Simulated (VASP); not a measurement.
# WC in VASP: relaxation of the atoms with LDA

Aim: the relaxation of the atoms of WC with LDA.

Program: VASP 6.6.1. These are calculated values, not measurements. Logs are shortened: lines on timing, memory, paths and dates and some standing lists are left out, and cuts for length are marked.

**1. The cell of the first run**

The cell holds a slab with vacuum, 16 atoms: a = 5.722 Å, b = 5.613 Å, c = 17.129 Å, α = 90.00°, β = 90.00°, γ = 90.00°.

**2. Relaxation of the atoms, LDA**

Input file INCAR:

```
SYSTEM = WC
PREC     = Accurate       ! precision mode
ENCUT    = 520            ! plane-wave cutoff, eV
EDIFF    = 1E-7           ! SCF threshold, eV
ISMEAR   = -1             ! smearing method
SIGMA    = 0.05           ! smearing width, eV
LREAL    = Auto         
LASPH    = .True.         ! aspherical terms in the spheres
NELM     = 80             ! most SCF steps
ALGO     = Normal         ! electronic algorithm
ISIF     = 2              ! what is computed and relaxed
LWAVE    = .False.        ! write WAVECAR
LCHARG   = .False.        ! write CHGCAR
GGA      = CA             ! functional
IBRION   = 2              ! ionic algorithm
NSW      = 45             ! ionic steps
EDIFFG   = -0.08          ! ionic threshold
KPAR     = 2
```

Input file KPOINTS:

```
Automatic mesh
0
Gamma
  3 3 1
  0 0 0
```

Input file POSCAR:

```
WC
1.0
    5.7218600000      0.0000000000      0.0000000000
    0.0000000000      5.6132400000      0.0000000000
    0.0000000000      0.0000000000     17.1293970000
W C
8 8
Selective dynamics
Direct
    0.0000000000      0.0000000000      0.0583792000  F F F
    0.2500000000      0.0000000000      0.2030216000  T T T
    0.0000000000      0.5000000000      0.0583792000  F F F
    0.2500000000      0.5000000000      0.2030216000  T T T
    0.5000000000      0.0000000000      0.0583792000  F F F
    0.7500000000      0.0000000000      0.2030216000  T T T
    0.5000000000      0.5000000000      0.0583792000  F F F
    0.7500000000      0.5000000000      0.2030216000  T T T
    0.5000000000      0.2500000000      0.1548075000  T T T
    0.2500000000      0.2500000000      0.2994499000  T T T
    0.5000000000      0.7500000000      0.1548075000  T T T
    0.2500000000      0.7500000000      0.2994499000  T T T
    1.0000000000      0.2500000000      0.1548075000  T T T
    0.7500000000      0.2500000000      0.2994499000  T T T
    1.0000000000      0.7500000000      0.1548075000  T T T
    0.7500000000      0.7500000000      0.2994499000  T T T
```

Potentials or basis: VASP PAW LDA potentials, release 64 (W_sv, C).

The run is started by

```sh
cat potpaw_LDA.64/W_sv/POTCAR potpaw_LDA.64/C/POTCAR > POTCAR
mpirun -np 2 vasp_std > vasp.out
```

OUTCAR:

```text
SYSTEM = WC
   PREC = Accurate
   ENCUT = 520
   EDIFF = 1E-7
   ISMEAR = -1
   LREAL = Auto
   LASPH = .True.
   NELM = 80
   ISIF = 2
   GGA = CA
   IBRION = 2
   NSW = 45
   EDIFFG = -0.08

 ion  position               nearest neighbor table
   1  0.000  0.000  0.058-  13 2.17  15 2.17   3 2.81   3 2.81   6 2.86   2 2.86   5 2.86   5 2.86

   2  0.250  0.000  0.203-   9 2.17  11 2.17  13 2.17  15 2.17  10 2.17  12 2.17   4 2.81   4 2.81
                             5 2.86   1 2.86   6 2.86   6 2.86
   3  0.000  0.500  0.058-  13 2.17  15 2.17   1 2.81   1 2.81   8 2.86   4 2.86   7 2.86   7 2.86
[... 27 lines left out ...]
 A1 = (   0.0000000000,  -5.6132400000,   0.0000000000)
 A2 = (   5.7218600000,   0.0000000000,   0.0000000000)
 A3 = (   0.0000000000,   0.0000000000,  17.1293970000)

Analysis of symmetry for initial positions (statically):
=====================================================================
 Subroutine PRICEL returns following result:

  LATTYP: Found a simple orthorhombic cell.
 ALAT       =     2.8066200000
 B/A-ratio  =     1.0193506780
 C/A-ratio  =     6.1032120487
[... 12 lines left out ...]
 Subroutine GETGRP returns: Found  4 space group operations
 (whereof  4 operations were pure point group operations)
 out of a pool of  8 trial point group operations.

The static configuration has the point symmetry C_2v.

Analysis of symmetry for dynamics (positions and initial velocities):
=====================================================================
 Subroutine PRICEL returns following result:

  LATTYP: Found a simple orthorhombic cell.
 ALAT       =     2.8066200000
 B/A-ratio  =     1.0193506780
 C/A-ratio  =     6.1032120487
[... 12 lines left out ...]
 Subroutine GETGRP returns: Found  4 space group operations
 (whereof  4 operations were pure point group operations)
 out of a pool of  8 trial point group operations.

The dynamic configuration has the point symmetry C_2v.

Analysis of constrained symmetry for selective dynamics:
=====================================================================
 Subroutine PRICEL returns following result:

  LATTYP: Found a simple orthorhombic cell.
 ALAT       =     2.8066200000
 B/A-ratio  =     1.0193506780
 C/A-ratio  =     6.1032120487
[... 12 lines left out ...]
 Subroutine GETGRP returns: Found  4 space group operations
 (whereof  4 operations were pure point group operations)
 out of a pool of  8 trial point group operations.

The constrained configuration has the point symmetry C_2v.

 Subroutine INISYM returns: Found  4 space group operations
 (whereof  4 operations are pure point group operations),
 and found     4 'primitive' translations

----------------------------------------------------------------------------------------

                                     Primitive cell

  volume of cell :     137.5412

  direct lattice vectors                    reciprocal lattice vectors
     0.000000000 -2.806620000  0.000000000     0.000000000 -0.356300461  0.000000000
     2.860930000  0.000000000  0.000000000     0.349536689  0.000000000  0.000000000
     0.000000000  0.000000000 17.129397000     0.000000000  0.000000000  0.058379171

  length of vectors
     2.806620000  2.860930000 17.129397000     0.356300461  0.349536689  0.058379171

  position of ions in fractional coordinates (direct lattice)
     0.000000000  0.000000000  0.058379200
     0.000000000  0.500000000  0.203021600
     0.500000000  0.000000000  0.154807500
     0.500000000  0.500000000  0.299449900

  ion indices of the primitive-cell ions
   primitive index   ion index
                 1           1
                 2           2
                 3          13
                 4          10

----------------------------------------------------------------------------------------

 KPOINTS: Automatic mesh

Automatic generation of k-mesh.
 Grid dimensions read from file:
 generate k-points for:    3    3    1

 Generating k-lattice:

  Cartesian coordinates                     Fractional coordinates (reciprocal lattice)
     0.058256115  0.000000000  0.000000000     0.333333333  0.000000000  0.000000000
     0.000000000  0.059383410  0.000000000     0.000000000  0.333333333  0.000000000
     0.000000000  0.000000000  0.058379171     0.000000000  0.000000000  1.000000000

  Length of vectors
     0.058256115  0.059383410  0.058379171

  Shift w.r.t. Gamma in fractional coordinates (k-lattice)
     0.000000000  0.000000000  0.000000000

 Subroutine IBZKPT returns following result:
 ===========================================

 Found      4 irreducible k-points:

 Following reciprocal coordinates:
            Coordinates               Weight
  0.000000  0.000000  0.000000      1.000000
  0.333333  0.000000  0.000000      2.000000
  0.000000  0.333333  0.000000      2.000000
  0.333333  0.333333  0.000000      4.000000
   k-points           NKPTS =      4   k-points in BZ     NKDIM =      4   number of bands    NBANDS=     86
   number of dos      NEDOS =    301   number of ions     NIONS =     16
   total plane-waves  NPLWV = 258048
   dimension x,y,z NGX =    48 NGY =   42 NGZ =  128
   dimension x,y,z NGXF=    96 NGYF=   84 NGZF=  256
   ions per type =               8   8
   NGX,Y,Z   is equivalent  to a cutoff of  13.95, 12.44, 12.42 a.u.
   NGXF,Y,Z  is equivalent  to a cutoff of  27.89, 24.88, 24.85 a.u.
 SYSTEM =  WC
   PREC   = accura    normal or accurate (medium, high low for compatibility)
   ISTART =      0    job   : 0-new  1-cont  2-samecut
   ICHARG =      2    charge: 1-file 2-atom 10-const
   ISPIN  =      1    spin polarized calculation?
   LNONCOLLINEAR =      F non collinear calculations
   LSORBIT =      F    spin-orbit coupling
   LASPH  =      T    aspherical Exc in radial PAW
   ENCUT  =  520.0 eV  38.22 Ry    6.18 a.u.  10.64 10.44 31.85*2*pi/ulx,y,z
   NELM   =     80;   NELMIN=  2; NELMDL= -5     # of ELM steps
   EDIFF  = 0.1E-06   stopping-criterion for ELM
   LREAL  =      T    real-space projection
   EDIFFG = -.8E-01   stopping-criterion for IOM
   NSW    =     45    number of steps for IOM
   IBRION =      2    ionic relax: 0-MD 1-quasi-New 2-CG
   NFREE  =      1    steps in history (QN), initial steepest desc. (CG)
   ISIF   =      2    stress and relaxation
   ISYM   =      2    0-nonsym 1-usesym 2-fastsym
   POTIM  = 0.5000    time-step for ionic-motion
   TEBEG  =    0.0;   TEEND  =   0.0 temperature during run
   PSTRESS=    0.0 pullay stress
   NELECT =     144.0000    total number of electrons
   NUPDOWN=      -1.0000    fix difference up-down
   EMIN   =  10.00;   EMAX   =-10.00  energy-range for DOS
   EFERMI =   0.00;   METHOD = LEGACY
   ISMEAR =    -1;   SIGMA  =   0.05  broadening in eV -4-tet -1-fermi 0-gaus
   EFERMI_NEDOS =   21; number of points for ismear=-14 and -15
   IALGO  =     38    algorithm
   IMIX   =      4    mixing-type and parameters
     AMIX     =   0.40;   BMIX     =  1.00
     AMIX_MAG =   1.60;   BMIX_MAG =  1.00
  volume/ion in A,a.u.               =      34.39       232.04
  Fermi-wavevector in a.u.,A,eV,Ry     =   1.047204  1.978929 14.920646  1.096637
  Thomas-Fermi vector in A             =   2.182074
   LORBIT       =      0    0 simple, 1 ext, 2 COOP (PROOUT), +10 PAW based schemes
   GGA     = CA    functional components
   LHFCALC =     F    Hartree Fock is set to
   AEXX    =    0.0000 exact exchange contribution
   IVDW    =     0    specifies the selected vdW correction
   LEPSILON=     F    determine dielectric tensor
   LRPA    =     F    only Hartree local field effects (RPA)
 conjugate gradient relaxation of ions
 non-spin polarized calculation
  energy-cutoff  :      520.00
  volume of cell :      550.16
 maximum number of plane-waves:     14825
 NGX is ok and might be reduce to    42
   NGX = 21   NGY = 21   NGZ = 63

--------------------------------------- Ionic step        1  -------------------------------------------

 number of electron     143.9999962 magnetization

 Free energy of the ion-electron system (eV)
  ---------------------------------------------------
  ext. energy  EPLUGINS =         0.00000000
  ---------------------------------------------------
  free energy    TOTEN  =      -164.43821197 eV

  energy without entropy =     -164.28347694  energy(sigma->0) =     -164.36084445

------------------------ aborting loop because EDIFF is reached ----------------------------------------

  FORCE on cell =-STRESS in cart. coord.  units (eV):
  Direction    XX          YY          ZZ          XY          YZ          ZX
  --------------------------------------------------------------------------------------
  -------------------------------------------------------------------------------------
  Total      -25.1505373    -18.4210320    -14.5534920      0.0000000      0.0000000      0.0000000
  in kB      -73.2427995    -53.6452936    -42.3823352      0.0000000      0.0000000      0.0000000
  external PRESSURE =     -56.4234761 kB  Pullay stress =       0.0000000 kB
[... 131 lines left out ...]
  FREE ENERGIE OF THE ION-ELECTRON SYSTEM (eV)
  ---------------------------------------------------
  free  energy   TOTEN  =      -166.6430139547 eV

  energy  without entropy=     -166.5462078760  energy(sigma->0) =     -166.59461092

[... ionic steps 4 to 7 ...]

--------------------------------------- Ionic step        8  -------------------------------------------

 number of electron     143.9999970 magnetization

------------------------ aborting loop because EDIFF is reached ----------------------------------------
[... 95 lines left out ...]
--------------------------------------- Ionic step       10  -------------------------------------------

 number of electron     143.9999962 magnetization

 Free energy of the ion-electron system (eV)
  ---------------------------------------------------
  ext. energy  EPLUGINS =         0.00000000
  ---------------------------------------------------
  free energy    TOTEN  =      -166.80963086 eV

  energy without entropy =     -166.71066840  energy(sigma->0) =     -166.76014963

 E-fermi :  -0.4894     XC(G=0):  -5.5538

 val. band max:       -0.5271926828   @ k =   0.0000   0.3333   0.0000
 cond. band min:      -0.4446784832   @ k =   0.3333   0.3333   0.0000
 fundamental gap:      0.0825141996
 Fermi energy:        -0.4893792572

 k-point     1 :       0.0000    0.0000    0.0000
  band No.  band energies     occupation
      1     -74.3206      2.00000
      2     -74.2857      2.00000
      3     -74.2746      2.00000
      4     -74.2405      2.00000
      5     -73.9110      2.00000
      6     -73.8739      2.00000
[... 337 lines left out ...]
     83       0.8974      0.00000
     84       1.2576      0.00000
 [bands above 84 left out]

------------------------ aborting loop because EDIFF is reached ----------------------------------------

  FORCE on cell =-STRESS in cart. coord.  units (eV):
  Direction    XX          YY          ZZ          XY          YZ          ZX
  --------------------------------------------------------------------------------------
  -------------------------------------------------------------------------------------
  Total      -15.1577321     -3.4861083     -0.1258515      0.0000000      0.0000000      0.0000000
  in kB      -44.1419886    -10.1521621     -0.3665019      0.0000000      0.0000000      0.0000000
  external PRESSURE =     -18.2202175 kB  Pullay stress =       0.0000000 kB
[... 31 lines left out ...]
  FREE ENERGIE OF THE ION-ELECTRON SYSTEM (eV)
  ---------------------------------------------------
  free  energy   TOTEN  =      -166.8096308618 eV

  energy  without entropy=     -166.7106684020  energy(sigma->0) =     -166.76014963

 reached required accuracy - stopping structural energy minimisation
```

Wall time 25 min (2 MPI ranks of Intel Xeon Platinum 8488C (Sapphire Rapids), shared host); peak memory 0.52 GiB.

What came out:

```
Free energy               : -166.8096 eV
Energy gained by relaxing : 148.2 meV/atom
Ionic steps               : 10
Band gap on the k mesh    : zero (bands 72 and 73 overlap by 0.24 eV)
```

Step by step:
| step | energy change (eV) | largest force on free atoms (eV/Å) | pressure (GPa) |
| --- | --- | --- | --- |
| 1 | 0.0000 | 3.3500 | -5.64 |
| 2 | -2.2048 | 0.3964 | -4.10 |
| 3 | -2.2048 | 0.3939 | -4.09 |
| 4 | -2.2635 | 0.3680 | -3.63 |
| 5 | -2.3283 | 0.3902 | -2.82 |
| 6 | -2.3410 | 0.4544 | -1.10 |
| 7 | -2.3554 | 0.4249 | -1.85 |
| 8 | -2.3339 | 0.6575 | -1.93 |
| 9 | -2.3694 | 0.1146 | -1.90 |
| 10 | -2.3714 | 0.0146 | -1.82 |

Final structure:
```yaml
crystal:
  lattice:
    - [5.72186, 0.00000, 0.00000]
    - [0.00000, 5.61324, 0.00000]
    - [0.00000, 0.00000, 17.12940]
  atoms:
    - { symbol: W, position: [0.00000, 0.00000, 0.05838] }
    - { symbol: W, position: [0.25000, 0.00000, 0.20741] }
    - { symbol: W, position: [0.00000, 0.50000, 0.05838] }
    - { symbol: W, position: [0.25000, 0.50000, 0.20741] }
    - { symbol: W, position: [0.50000, 0.00000, 0.05838] }
    - { symbol: W, position: [0.75000, 0.00000, 0.20741] }
    - { symbol: W, position: [0.50000, 0.50000, 0.05838] }
    - { symbol: W, position: [0.75000, 0.50000, 0.20741] }
    - { symbol: C, position: [0.50000, 0.25000, 0.14907] }
    - { symbol: C, position: [0.25000, 0.25000, 0.28656] }
    - { symbol: C, position: [0.50000, 0.75000, 0.14907] }
    - { symbol: C, position: [0.25000, 0.75000, 0.28656] }
    - { symbol: C, position: [0.00000, 0.25000, 0.14907] }
    - { symbol: C, position: [0.75000, 0.25000, 0.28656] }
    - { symbol: C, position: [0.00000, 0.75000, 0.14907] }
    - { symbol: C, position: [0.75000, 0.75000, 0.28656] }
```

Caveat: the k points lie up to 0.37 Å⁻¹ apart; there is no dipole correction, which matters where the two faces differ; spin-orbit coupling is left out, which moves the levels of the heavy elements.

The gap in the log of VASP goes by the Fermi energy; the results here count the filled bands.